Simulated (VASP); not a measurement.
# Ge (P6_3/mmc) in VASP: further runs, part 2 of 2

VASP 6.6.1. Earlier steps stand in the parts before.

## 3. Single point, PBE

This run uses another cell than the first one, of 23.18 Å³/atom.

Contents of INCAR:

```
SYSTEM = Ge
  PREC = Accurate
  ENCUT = 520
  EDIFF = 1E-7
  ISMEAR = 0
  SIGMA = 0.1
  LREAL = .False.
  LASPH = .True.
  NELM = 80
  ALGO = Normal
  ISIF = 2
  LWAVE = .False.
  LCHARG = .False.
  GGA = PE
  NBANDS = 51
```

Contents of KPOINTS:

```
Automatic mesh
0
Gamma
  12 12 4
  0 0 0
```

Contents of POSCAR:

```
Ge
1.0
    3.9095391028      0.0000000000      0.0000000000
   -1.9547695514      3.3857601801      0.0000000000
    0.0000000000      0.0000000000     10.5053410743
Ge
6
Direct
    0.0000000000      0.0000000000      0.5000000000
    0.0000000000      0.0000000000      0.0000000000
    0.6666666667      0.3333333333      0.3710162490
    0.3333333333      0.6666666667      0.6289837510
    0.3333333333      0.6666666667      0.8710162490
    0.6666666667      0.3333333333      0.1289837510
```

Potentials or basis: VASP PAW PBE potentials, release 64 (Ge_d).

Run with:

```bash
$ cat potpaw_PBE.64/Ge_d/POTCAR > POTCAR
$ mpirun -np 1 vasp_std > vasp.out
```

OUTCAR:

```text
SYSTEM = Ge
   PREC = Accurate
   ENCUT = 520
   EDIFF = 1E-7
   ISMEAR = 0
   LREAL = .False.
   LASPH = .True.
   NELM = 80
   ISIF = 2
   GGA = PE

 ion  position               nearest neighbor table
   1  0.000  0.000  0.500-   3 2.63   4 2.63   4 2.63   3 2.63   3 2.63   4 2.63
   2  0.000  0.000  0.000-   5 2.63   6 2.63   5 2.63   6 2.63   6 2.63   5 2.63
   3  0.667  0.333  0.371-   6 2.54   1 2.63   1 2.63   1 2.63
   4  0.333  0.667  0.629-   5 2.54   1 2.63   1 2.63   1 2.63
   5  0.333  0.667  0.871-   4 2.54   2 2.63   2 2.63   2 2.63
   6  0.667  0.333  0.129-   3 2.54   2 2.63   2 2.63   2 2.63

  LATTYP: Found a hexagonal cell.
 ALAT       =     3.9095391028
 C/A-ratio  =     2.6871047451

  Lattice vectors:

 A1 = (   3.9095391028,   0.0000000000,   0.0000000000)
 A2 = (  -1.9547695514,   3.3857601801,   0.0000000000)
 A3 = (   0.0000000000,   0.0000000000,  10.5053410743)

Analysis of symmetry for initial positions (statically):
=====================================================================
 Subroutine PRICEL returns:
 Original cell was already a primitive cell.

 Routine SETGRP: Setting up the symmetry group for a
 hexagonal supercell.

 Subroutine GETGRP returns: Found 24 space group operations
 (whereof 12 operations were pure point group operations)
 out of a pool of 24 trial point group operations.

The static configuration has the point symmetry D_3d.
 The point group associated with its full space group is D_6h.

Analysis of symmetry for dynamics (positions and initial velocities):
=====================================================================
 Subroutine PRICEL returns:
 Original cell was already a primitive cell.

 Routine SETGRP: Setting up the symmetry group for a
 hexagonal supercell.

 Subroutine GETGRP returns: Found 24 space group operations
 (whereof 12 operations were pure point group operations)
 out of a pool of 24 trial point group operations.

[... 131 lines left out ...]
  Fermi-wavevector in a.u.,A,eV,Ry     =   1.383898  2.615187 26.057505  1.915173
  Thomas-Fermi vector in A             =   2.508452
   LORBIT       =      0    0 simple, 1 ext, 2 COOP (PROOUT), +10 PAW based schemes
   GGA     = PE    functional components
   LHFCALC =     F    Hartree Fock is set to
   AEXX    =    0.0000 exact exchange contribution
   IVDW    =     0    specifies the selected vdW correction
   LEPSILON=     F    determine dielectric tensor
   LRPA    =     F    only Hartree local field effects (RPA)
 non-spin polarized calculation
 Gauss-broadening in eV      SIGMA  =   0.10
  energy-cutoff  :      520.00
  volume of cell :      139.06
 maximum number of plane-waves:      3813
 NGX is ok and might be reduce to    30
   NGX = 15   NGY = 15   NGZ = 39

 number of electron      83.9999972 magnetization

 Free energy of the ion-electron system (eV)
  ---------------------------------------------------
  ext. energy  EPLUGINS =         0.00000000
  ---------------------------------------------------
  free energy    TOTEN  =       -25.22781884 eV

  energy without entropy =      -25.21923128  energy(sigma->0) =      -25.22352506

 E-fermi :   4.6404     XC(G=0):  -9.9720

 val. band max:        4.6398584283   @ k =   0.2500   0.2500   0.0000
 cond. band min:       4.6518532388   @ k =   0.1667   0.0833   0.0000
 fundamental gap:      0.0119948105
 Fermi energy:         4.6403506325

 k-point     1 :       0.0000    0.0000    0.0000
  band No.  band energies     occupation
      1     -20.1164      2.00000
      2     -20.1164      2.00000
      3     -20.0920      2.00000
      4     -20.0920      2.00000
      5     -20.0900      2.00000
      6     -20.0797      2.00000
[... 1285 lines left out ...]
     50       9.9578      0.00000
     51      10.0745      0.00000

 [... further k-points ...]

------------------------ aborting loop because EDIFF is reached ----------------------------------------

  FORCE on cell =-STRESS in cart. coord.  units (eV):
  Direction    XX          YY          ZZ          XY          YZ          ZX
  --------------------------------------------------------------------------------------
  -------------------------------------------------------------------------------------
  Total        0.0064182      0.0064182      0.0151740      0.0000000      0.0000000      0.0000000
  in kB        0.0739486      0.0739486      0.1748313      0.0000000      0.0000000      0.0000000
  external PRESSURE =       0.1075762 kB  Pullay stress =       0.0000000 kB

 VOLUME and BASIS-vectors are now :
 -----------------------------------------------------------------------------
  energy-cutoff  :      520.00
  volume of cell :      139.06
      direct lattice vectors                 reciprocal lattice vectors
     3.909539103  0.000000000  0.000000000     0.255784627  0.147677323  0.000000000
    -1.954769551  3.385760180  0.000000000     0.000000000  0.295354646  0.000000000
     0.000000000  0.000000000 10.505341074     0.000000000  0.000000000  0.095189675

 POSITION                                       TOTAL-FORCE (eV/Angst)
 -----------------------------------------------------------------------------------
      0.00000      0.00000      5.25267         0.000000      0.000000      0.000000
      0.00000      0.00000      0.00000         0.000000      0.000000      0.000000
      1.95477      1.12859      3.89765        -0.000000     -0.000000     -0.002976
     -0.00000      2.25717      6.60769         0.000000      0.000000      0.002976
     -0.00000      2.25717      9.15032         0.000000     -0.000000     -0.002976
      1.95477      1.12859      1.35502        -0.000000      0.000000      0.002976
 -----------------------------------------------------------------------------------
    total drift:                                0.000000      0.000000     -0.000000

  FREE ENERGIE OF THE ION-ELECTRON SYSTEM (eV)
  ---------------------------------------------------
  free  energy   TOTEN  =       -25.2278188430 eV

  energy  without entropy=      -25.2192312828  energy(sigma->0) =      -25.22352506
```

stdout:

```text
POSCAR found type information on POSCAR Ge
 POSCAR found :  1 types and       6 ions
 scaLAPACK will be used
 LDA part: xc-table for (Slater+PW92), standard interpolation
 POSCAR, INCAR and KPOINTS ok, starting setup
 FFT: planning ... GRIDC
 FFT: planning ... GRID_SOFT
 FFT: planning ... GRID
 WAVECAR not read
 entering main loop
```

Wall time 12 min (1 thread of Intel Xeon 8259CL, shared host); peak memory 0.42 GiB.

Results:

| Quantity | Value |
| --- | --- |
| Free energy | -25.2278 eV |
| Pressure | 0.0 GPa |
| Band gap on the k mesh | zero (bands 42 and 43 overlap by 1.87 eV) |

Forces in eV/Å, atoms in the order of the input:
```
Ge   0.000  0.000  0.000
Ge   0.000  0.000  0.000
Ge   0.000  0.000 -0.003
Ge   0.000  0.000  0.003
Ge   0.000  0.000 -0.003
Ge   0.000  0.000  0.003
```

Levels at points of the mesh, in eV from the Fermi level:
```
           k point  band 38  band 39  band 40  band 41  band 42  band 43  band 44  band 45  band 46  band 47
(0.00, 0.00, 0.00)    -0.31    -0.31     0.15     0.15     0.77     0.77     1.32     1.94     1.94     2.86
(0.50, 0.00, 0.00)    -2.95    -2.72    -2.45    -1.97    -0.65    -0.28     0.63     1.55     2.30     2.58
(0.00, 0.00, 0.50)    -0.15    -0.15    -0.15     1.07     1.07     1.33     1.33     1.33     1.33     3.04
(0.50, 0.00, 0.50)    -3.90    -2.25    -2.25    -1.45    -1.45     0.68     0.68     1.44     1.44     2.61
```

## 4. Relaxation of cell and atoms, PBE

This run uses another cell than the first one, of 23.44 Å³/atom.

Contents of INCAR:

```
SYSTEM = Ge
ALGO = Fast
EDIFF = 1E-7
EDIFFG = -0.01
ENCUT = 600
GGA = PE
IBRION = 2
ISIF = 3
ISMEAR = 0
LASPH = .TRUE.
LCHARG = .FALSE.
LREAL = .FALSE.
LWAVE = .FALSE.
NELM = 60
NSW = 100
PREC = Accurate
SIGMA = 0.1
```

Contents of KPOINTS:

```
k-points
0
G
  12 12 4
  0 0 0
```

Contents of POSCAR:

```
Ge
1.0
    4.0026215080      0.0000000000      0.0000000000
   -2.0013107540      3.4663719076      0.0000000000
    0.0000000000      0.0000000000     10.1382440227
Ge
6
Direct
    0.0000000000      0.0000000000      0.5000000000
    0.0000000000      0.0000000000      0.0000000000
    0.6666666667      0.3333333333      0.3742929653
    0.3333333333      0.6666666667      0.6257070347
    0.3333333333      0.6666666667      0.8742929653
    0.6666666667      0.3333333333      0.1257070347
```

Run with:

```bash
$ cat potpaw_PBE.64/Ge_d/POTCAR > POTCAR
$ mpirun -np 1 vasp_std > vasp.out
```

Run time: 82 min. Hardware: 1 thread of Oxide Virtual Turin-like, shared host; peak memory 0.48 GiB.

Results (log left out):

* Free energy: -25.2286 eV
* Relaxed volume: 23.19 Å³/atom
* Relaxed cell: a = 3.909 Å, b = 3.909 Å, c = 10.510 Å, α = 90.00°, β = 90.00°, γ = 120.00°
* Space group after relaxing (to 0.1 Å): P6_3/mmc (No. 194)
* Energy gained by relaxing: 7.5 meV/atom
* Ionic steps: 10
* Pressure after relaxing: 0.0 GPa
* Band gap on the k mesh: zero (bands 42 and 43 overlap by 1.88 eV)

Forces on the atoms (eV/Å):
```
Ge   0.000  0.000  0.000
Ge   0.000  0.000  0.000
Ge   0.000  0.000  0.002
Ge   0.000  0.000 -0.002
Ge   0.000  0.000  0.002
Ge   0.000  0.000 -0.002
```

The path:
```tsv
step	energy change (eV)	largest force (eV/Å)	pressure (GPa)	volume (Å³)
1	0.0000	0.0477	0.46	140.66
2	-0.0164	0.0710	-0.17	142.02
3	-0.0188	0.1324	-0.52	142.87
4	-0.0283	0.1682	-0.31	141.71
5	-0.0358	0.2178	0.23	139.32
6	-0.0418	0.1095	0.13	138.94
7	-0.0426	0.0508	0.07	138.74
8	-0.0446	0.0195	0.00	138.97
9	-0.0449	0.0042	-0.01	139.07
10	-0.0449	0.0025	0.00	139.11
```

Final structure:
```xyz
6
Lattice="3.9094 0.0000 0.0000 -1.9547 3.3856 0.0000 0.0000 0.0000 10.5105" Properties=species:S:1:pos:R:3 pbc="T T T"
Ge   -1.9547    3.3856    5.2552
Ge    0.0000    0.0000    0.0000
Ge    1.9547    1.1285    3.8991
Ge    0.0000    2.2571    6.6114
Ge    0.0000    2.2571    9.1543
Ge    1.9547    1.1285    1.3561
```

Levels at points of the mesh, in eV from the Fermi level:
```
           k point  band 38  band 39  band 40  band 41  band 42  band 43  band 44  band 45  band 46  band 47
(0.00, 0.00, 0.00)    -0.30    -0.30     0.15     0.15     0.77     0.77     1.33     1.94     1.94     2.86
(0.50, 0.00, 0.00)    -2.95    -2.72    -2.45    -1.97    -0.65    -0.28     0.63     1.55     2.29     2.58
(0.00, 0.00, 0.50)    -0.14    -0.14    -0.14     1.07     1.07     1.33     1.33     1.33     1.33     3.04
(0.50, 0.00, 0.50)    -3.90    -2.24    -2.24    -1.45    -1.45     0.68     0.68     1.44     1.44     2.60
```

## 5. Overview

| task | cell | k mesh | cutoff (eV) | gap on the mesh (eV) | pressure (GPa) | relaxed volume (Å³/atom) |
| --- | --- | --- | --- | --- | --- | --- |
| relaxation of cell and atoms | relaxed from a = 3.667, b = 3.667, c = 9.334 Å, angles 90.0, 90.0, 120.0°, 6 atoms, atomic positions A | 6 × 6 × 2 | 600 | none | 0.0 | 23.42 |
| single point | a = 3.910, b = 3.910, c = 10.505 Å, angles 90.0, 90.0, 120.0°, 6 atoms, atomic positions B | 12 × 12 × 4 | 520 | none | 0.0 | - |
| relaxation of cell and atoms | relaxed from a = 4.003, b = 4.003, c = 10.138 Å, angles 90.0, 90.0, 120.0°, 6 atoms, atomic positions C | 12 × 12 × 4 | 600 | none | 0.0 | 23.19 |

Alike in all rows: level PBE; potentials or basis VASP PAW PBE potentials, release 64 (Ge_d); no spin polarisation; smearing gaussian 0.1 eV.

Caveats: the volume moved by over 15 % at a fixed basis, so the end points are rough (at least some runs).

Absolute energies hang on the potentials; compare differences alone.

The gap in the log of VASP goes by the Fermi energy; the results here count the filled bands.